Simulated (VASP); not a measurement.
# RbRe (Pm-3m) in VASP: a series of runs

Runs on RbRe. Level: PBE. Tasks: single point, relaxation of cell and atoms.

All numbers are computed with VASP 6.6.1; they aren't measurements. Logs are shortened: lines on timing, memory, paths and dates and some standing lists are left out, and cuts for length are marked.

## 1. The cell of the first run

It takes space group Pm-3m (No. 221, cubic). The conventional cell has a = 3.723 Å, b = 3.723 Å, c = 3.723 Å, α = 90.00°, β = 90.00°, γ = 90.00°. Within 4.2 Å of Rb (site symmetry m-3m) lie 8 Re at 3.22 Å and 6 Rb at 3.72 Å. Within 4.2 Å of Re (site symmetry m-3m) lie 8 Rb at 3.22 Å and 6 Re at 3.72 Å.

## 2. Single point, PBE

File INCAR:

```
SYSTEM = RbRe
ALGO = Fast ; EDIFF = 1E-6
ENCUT = 520 ; GGA = PE
ISIF = 2 ; ISMEAR = 0
LASPH = .True. ; LCHARG = .True.
LELF = .True. ; LREAL = .False.
LVHAR = .True. ; LWAVE = .False.
NBANDS = 15 ; NELM = 100
PREC = Accurate ; SIGMA = 0.1
```

File KPOINTS:

```
k-points
0
Gamma
  4 4 4
  0 0 0
```

File POSCAR:

```
RbRe
1.0
    3.7226171292      0.0000000000      0.0000000000
    0.0000000000      3.7226171292      0.0000000000
    0.0000000000      0.0000000000      3.7226171292
Rb Re
1 1
Direct
    0.5000000000      0.5000000000      0.5000000000
    0.0000000000      0.0000000000      0.0000000000
```

Potentials or basis: VASP PAW PBE potentials, release 64 (Rb_sv, Re).

The run is started by

```sh
> cat potpaw_PBE.64/Rb_sv/POTCAR potpaw_PBE.64/Re/POTCAR > POTCAR
> mpirun -np 1 vasp_std > vasp.out
```

OUTCAR:

```text
SYSTEM = RbRe
   EDIFF = 1E-6
   ENCUT = 520
   GGA = PE
   ISIF = 2
   ISMEAR = 0
   LASPH = .True.
   LREAL = .False.
   NELM = 100
   PREC = Accurate

 ion  position               nearest neighbor table
   1  0.500  0.500  0.500-   2 3.22   2 3.22   2 3.22   2 3.22   2 3.22   2 3.22   2 3.22   2 3.22

   2  0.000  0.000  0.000-   1 3.22   1 3.22   1 3.22   1 3.22   1 3.22   1 3.22   1 3.22   1 3.22

  LATTYP: Found a simple cubic cell.
 ALAT       =     3.7226171292

  Lattice vectors:

 A1 = (   3.7226171292,   0.0000000000,   0.0000000000)
 A2 = (   0.0000000000,   3.7226171292,   0.0000000000)
 A3 = (   0.0000000000,   0.0000000000,   3.7226171292)

Analysis of symmetry for initial positions (statically):
=====================================================================
 Subroutine PRICEL returns:
 Original cell was already a primitive cell.

 Routine SETGRP: Setting up the symmetry group for a
 simple cubic supercell.

 Subroutine GETGRP returns: Found 48 space group operations
 (whereof 48 operations were pure point group operations)
 out of a pool of 48 trial point group operations.

The static configuration has the point symmetry O_h .

Analysis of symmetry for dynamics (positions and initial velocities):
=====================================================================
 Subroutine PRICEL returns:
 Original cell was already a primitive cell.

 Routine SETGRP: Setting up the symmetry group for a
 simple cubic supercell.

 Subroutine GETGRP returns: Found 48 space group operations
 (whereof 48 operations were pure point group operations)
 out of a pool of 48 trial point group operations.

The dynamic configuration has the point symmetry O_h .

 Subroutine INISYM returns: Found 48 space group operations
 (whereof 48 operations are pure point group operations),
 and found     1 'primitive' translations

----------------------------------------------------------------------------------------

                                     Primitive cell

  volume of cell :      51.5876

  direct lattice vectors                    reciprocal lattice vectors
     3.722617129  0.000000000  0.000000000     0.268628216  0.000000000  0.000000000
     0.000000000  3.722617129  0.000000000     0.000000000  0.268628216  0.000000000
     0.000000000  0.000000000  3.722617129     0.000000000  0.000000000  0.268628216

  length of vectors
     3.722617129  3.722617129  3.722617129     0.268628216  0.268628216  0.268628216

  position of ions in fractional coordinates (direct lattice)
     0.500000000  0.500000000  0.500000000
     0.000000000  0.000000000  0.000000000

  ion indices of the primitive-cell ions
   primitive index   ion index
                 1           1
                 2           2

----------------------------------------------------------------------------------------

 KPOINTS: k-points

Automatic generation of k-mesh.
 Grid dimensions read from file:
 generate k-points for:    4    4    4

 Generating k-lattice:

  Cartesian coordinates                     Fractional coordinates (reciprocal lattice)
     0.067157054  0.000000000  0.000000000     0.250000000  0.000000000  0.000000000
     0.000000000  0.067157054  0.000000000     0.000000000  0.250000000  0.000000000
     0.000000000  0.000000000  0.067157054     0.000000000  0.000000000  0.250000000

  Length of vectors
     0.067157054  0.067157054  0.067157054

  Shift w.r.t. Gamma in fractional coordinates (k-lattice)
     0.000000000  0.000000000  0.000000000

 Subroutine IBZKPT returns following result:
 ===========================================

 Found     10 irreducible k-points:

 Following reciprocal coordinates:
            Coordinates               Weight
  0.000000  0.000000  0.000000      1.000000
  0.250000  0.000000  0.000000      6.000000
  0.500000  0.000000  0.000000      3.000000
  0.250000  0.250000  0.000000     12.000000
  0.500000  0.250000  0.000000     12.000000
  0.500000  0.500000  0.000000      3.000000
  0.250000  0.250000  0.250000      8.000000
  0.500000  0.250000  0.250000     12.000000
  0.500000  0.500000  0.250000      6.000000
  0.500000  0.500000  0.500000      1.000000
   k-points           NKPTS =     10   k-points in BZ     NKDIM =     10   number of bands    NBANDS=     15
   number of dos      NEDOS =    301   number of ions     NIONS =      2
   total plane-waves  NPLWV =  21952
   dimension x,y,z NGX =    28 NGY =   28 NGZ =   28
   dimension x,y,z NGXF=    56 NGYF=   56 NGZF=   56
   ions per type =               1   1
   NGX,Y,Z   is equivalent  to a cutoff of  12.50, 12.50, 12.50 a.u.
   NGXF,Y,Z  is equivalent  to a cutoff of  25.01, 25.01, 25.01 a.u.
 SYSTEM =  RbRe
   PREC   = accura    normal or accurate (medium, high low for compatibility)
   ISTART =      0    job   : 0-new  1-cont  2-samecut
   ICHARG =      2    charge: 1-file 2-atom 10-const
   ISPIN  =      1    spin polarized calculation?
   LNONCOLLINEAR =      F non collinear calculations
   LSORBIT =      F    spin-orbit coupling
   LASPH  =      T    aspherical Exc in radial PAW
   ENCUT  =  520.0 eV  38.22 Ry    6.18 a.u.   6.92  6.92  6.92*2*pi/ulx,y,z
   NELM   =    100;   NELMIN=  2; NELMDL= -5     # of ELM steps
   EDIFF  = 0.1E-05   stopping-criterion for ELM
   LREAL  =      F    real-space projection
   EDIFFG = 0.1E-04   stopping-criterion for IOM
   NSW    =      0    number of steps for IOM
   IBRION =     -1    ionic relax: 0-MD 1-quasi-New 2-CG
   NFREE  =      0    steps in history (QN), initial steepest desc. (CG)
   ISIF   =      2    stress and relaxation
   ISYM   =      2    0-nonsym 1-usesym 2-fastsym
   POTIM  = 0.5000    time-step for ionic-motion
   TEBEG  =    0.0;   TEEND  =   0.0 temperature during run
   PSTRESS=    0.0 pullay stress
   NELECT =      16.0000    total number of electrons
   NUPDOWN=      -1.0000    fix difference up-down
   EMIN   =  10.00;   EMAX   =-10.00  energy-range for DOS
   EFERMI =   0.00;   METHOD = LEGACY
   ISMEAR =     0;   SIGMA  =   0.10  broadening in eV -4-tet -1-fermi 0-gaus
   EFERMI_NEDOS =   21; number of points for ismear=-14 and -15
   IALGO  =     68    algorithm
   IMIX   =      4    mixing-type and parameters
     AMIX     =   0.40;   BMIX     =  1.00
     AMIX_MAG =   1.60;   BMIX_MAG =  1.00
  volume/ion in A,a.u.               =      25.79       174.07
  Fermi-wavevector in a.u.,A,eV,Ry     =   1.108153  2.094106 16.708001  1.228003
  Thomas-Fermi vector in A             =   2.244677
   LORBIT       =      0    0 simple, 1 ext, 2 COOP (PROOUT), +10 PAW based schemes
   GGA     = PE    functional components
   LHFCALC =     F    Hartree Fock is set to
   AEXX    =    0.0000 exact exchange contribution
   IVDW    =     0    specifies the selected vdW correction
   LEPSILON=     F    determine dielectric tensor
   LRPA    =     F    only Hartree local field effects (RPA)
 non-spin polarized calculation
 RMM-DIIS sequential band-by-band and
 Gauss-broadening in eV      SIGMA  =   0.10
  energy-cutoff  :      520.00
  volume of cell :       51.59
 maximum number of plane-waves:      1406
 NGX is ok and might be reduce to    28
   NGX = 13   NGY = 13   NGZ = 13

 number of electron      16.0000000 magnetization

 Free energy of the ion-electron system (eV)
  ---------------------------------------------------
  ext. energy  EPLUGINS =         0.00000000
  ---------------------------------------------------
  free energy    TOTEN  =        -6.57278916 eV

  energy without entropy =       -6.52234724  energy(sigma->0) =       -6.54756820

 E-fermi :   2.5446     XC(G=0): -10.1717

 val. band max:        2.5281618857   @ k =   0.5000   0.2500   0.2500
 cond. band min:       2.6286631514   @ k =   0.5000   0.2500   0.2500
 fundamental gap:      0.1005012658
 Fermi energy:         2.5446393825

 k-point     1 :       0.0000    0.0000    0.0000
  band No.  band energies     occupation
      1     -23.6746      2.00000
      2      -7.5618      2.00000
      3      -7.5618      2.00000
      4      -7.5618      2.00000
      5      -1.5139      2.00000
      6       0.8065      2.00000
      7       0.8065      2.00000
      8       2.8789      0.00000
      9       2.8789      0.00000
     10       2.8789      0.00000
     11       8.8678      0.00000
     12       8.8678      0.00000
     13      11.2311      0.00000
     14      11.2311      0.00000
     15      11.2311      0.00000

 k-point     2 :       0.2500    0.0000    0.0000
  band No.  band energies     occupation
      1     -23.6338      2.00000
      2      -8.1865      2.00000
      3      -7.5444      2.00000
      4      -7.5444      2.00000
      5      -0.3088      2.00000
      6       1.0534      2.00000
      7       1.5128      2.00000
      8       2.8093      0.00018
      9       2.8093      0.00018
     10       2.9760      0.00000
     11       7.2805      0.00000
     12       7.9781      0.00000
     13       9.3356      0.00000
     14       9.3356      0.00000
     15      11.2628      0.00000

 k-point     3 :       0.5000    0.0000    0.0000
  band No.  band energies     occupation
      1     -23.5924      2.00000
      2      -8.7013      2.00000
      3      -7.5272      2.00000
      4      -7.5272      2.00000
      5       1.2939      2.00000
      6       1.3437      2.00000
      7       2.7643      0.00189
      8       2.7643      0.00189
      9       2.9003      0.00000
     10       3.0779      0.00000
     11       4.0847      0.00000
     12       7.1445      0.00000
     13       8.2509      0.00000
     14       8.2509      0.00000
     15      12.4879      0.00000
[... 91 lines left out ...]
 k-point     9 :       0.5000    0.5000    0.2500
  band No.  band energies     occupation
      1     -23.4955      2.00000
      2      -8.3113      2.00000
      3      -8.3113      2.00000
      4      -7.8641      2.00000
      5       1.1967      2.00000
      6       1.9142      2.00000
      7       2.2047      2.00000
      8       2.2047      2.00000
      9       3.7787      0.00000
     10       4.1616      0.00000
     11       5.1803      0.00000
     12       5.1803      0.00000
     13       9.2963      0.00000
     14      10.7847      0.00000
     15      13.3741      0.00000

 k-point    10 :       0.5000    0.5000    0.5000
  band No.  band energies     occupation
      1     -23.4606      2.00000
      2      -8.2924      2.00000
      3      -8.2924      2.00000
      4      -8.2924      2.00000
      5       2.4997      1.47511
      6       2.4997      1.47511
      7       2.4997      1.47509
      8       3.8035      0.00000
      9       3.8035      0.00000
     10       4.0986      0.00000
     11       4.0986      0.00000
     12       4.0986      0.00000
     13       5.3028      0.00000
     14      14.3471      0.00000
     15      14.3486      0.00000

------------------------ aborting loop because EDIFF is reached ----------------------------------------

  FORCE on cell =-STRESS in cart. coord.  units (eV):
  Direction    XX          YY          ZZ          XY          YZ          ZX
  --------------------------------------------------------------------------------------
  -------------------------------------------------------------------------------------
  Total        0.0735151      0.0735151      0.0735151     -0.0000000     -0.0000000     -0.0000000
  in kB        2.2831902      2.2831902      2.2831902     -0.0000000     -0.0000000     -0.0000000
  external PRESSURE =       2.2831902 kB  Pullay stress =       0.0000000 kB

 VOLUME and BASIS-vectors are now :
 -----------------------------------------------------------------------------
  energy-cutoff  :      520.00
  volume of cell :       51.59
      direct lattice vectors                 reciprocal lattice vectors
     3.722617129  0.000000000  0.000000000     0.268628216  0.000000000  0.000000000
     0.000000000  3.722617129  0.000000000     0.000000000  0.268628216  0.000000000
     0.000000000  0.000000000  3.722617129     0.000000000  0.000000000  0.268628216

 POSITION                                       TOTAL-FORCE (eV/Angst)
 -----------------------------------------------------------------------------------
      1.86131      1.86131      1.86131         0.000000      0.000000      0.000000
      0.00000      0.00000      0.00000         0.000000      0.000000      0.000000
 -----------------------------------------------------------------------------------
    total drift:                                0.000000      0.000000      0.000000

  FREE ENERGIE OF THE ION-ELECTRON SYSTEM (eV)
  ---------------------------------------------------
  free  energy   TOTEN  =        -6.5727891598 eV

  energy  without entropy=       -6.5223472425  energy(sigma->0) =       -6.54756820
```

It took 13 s on 1 thread of Intel Xeon Platinum 8375C at 2.90GHz (Ice Lake), shared host; peak memory 0.15 GiB.

What came out:

| Item | Value |
| --- | --- |
| Free energy | -6.5728 eV |
| Pressure | 0.2 GPa |
| Band gap on the k mesh | zero (band 8 reaches 3.80 eV, above the bottom of band 9 at 2.51 eV) |

Levels at points of the mesh, in eV from the Fermi level:
| k point | band 5 | band 6 | band 7 | band 8 | band 9 | band 10 | band 11 | band 12 |
| --- | --- | --- | --- | --- | --- | --- | --- | --- |
| (0.00, 0.00, 0.00) | -4.06 | -1.74 | -1.74 | 0.33 | 0.33 | 0.33 | 6.32 | 6.32 |
| (0.50, 0.00, 0.00) | -1.25 | -1.20 | 0.22 | 0.22 | 0.36 | 0.53 | 1.54 | 4.60 |
| (0.50, 0.50, 0.00) | -2.45 | -1.32 | -0.46 | -0.46 | 1.21 | 1.52 | 3.76 | 3.76 |
| (0.50, 0.50, 0.50) | -0.04 | -0.04 | -0.04 | 1.26 | 1.26 | 1.55 | 1.55 | 1.55 |

Caveat: the k points lie up to 0.42 Å⁻¹ apart; spin-orbit coupling is left out, which moves the levels of the heavy elements.

## 3. Single point, PBE

This run uses another cell than the first one, of 50.16 Å³/atom, 1.945 times its volume.

File INCAR:

```
  PREC = Accurate
  ENCUT = 520
  EDIFF = 1E-6
  ISMEAR = 0
  SIGMA = 0.1
  LREAL = False
  LASPH = True
  NELM = 80
  ALGO = Normal
  ISIF = 2
  LWAVE = False
  LCHARG = False
  GGA = PE
  NBANDS = 15
```

File KPOINTS:

```
regular mesh
0
Gamma
  4 4 4
```

File POSCAR:

```
RbRe
1.0
    4.6464760400      0.0000000000      0.0000000000
    0.0000000000      4.6464760400      0.0000000000
    0.0000000000      0.0000000000      4.6464760400
Rb Re
1 1
Direct
    0.5000000000      0.5000000000      0.5000000000
    0.0000000000      0.0000000000      0.0000000000
```

Potentials or basis: VASP PAW PBE potentials, release 64 (Rb_sv, Re).

The run is started by

```sh
> cat potpaw_PBE.64/Rb_sv/POTCAR potpaw_PBE.64/Re/POTCAR > POTCAR
> mpirun -np 1 vasp_std > vasp.out
```

Run time: 17 s. Hardware: 1 thread of Intel Xeon Platinum 8375C at 2.90GHz (Ice Lake), shared host; peak memory 0.2 GiB.

It converged, with:

- Free energy: -5.4993 eV
- Pressure: -4.0 GPa
- Band gap on the k mesh: zero (band 8 reaches -0.13 eV, above the bottom of band 9 at -0.36 eV)

Levels at points of the mesh, in eV from the Fermi level:
| k point | band 6 | band 7 | band 8 | band 9 | band 10 | band 11 |
| --- | --- | --- | --- | --- | --- | --- |
| (0.00, 0.00, 0.00) | -0.47 | -0.47 | 0.16 | 0.16 | 0.16 | 4.93 |
| (0.50, 0.00, 0.00) | -0.33 | 0.03 | 0.03 | 0.21 | 0.40 | 0.41 |
| (0.50, 0.50, 0.00) | -0.51 | -0.06 | -0.06 | 0.34 | 0.44 | 2.05 |
| (0.50, 0.50, 0.50) | -0.22 | -0.22 | 0.18 | 0.45 | 0.45 | 1.92 |

Caveat: spin-orbit coupling is left out, which moves the levels of the heavy elements.

(Part 1 of 2 ends here.)
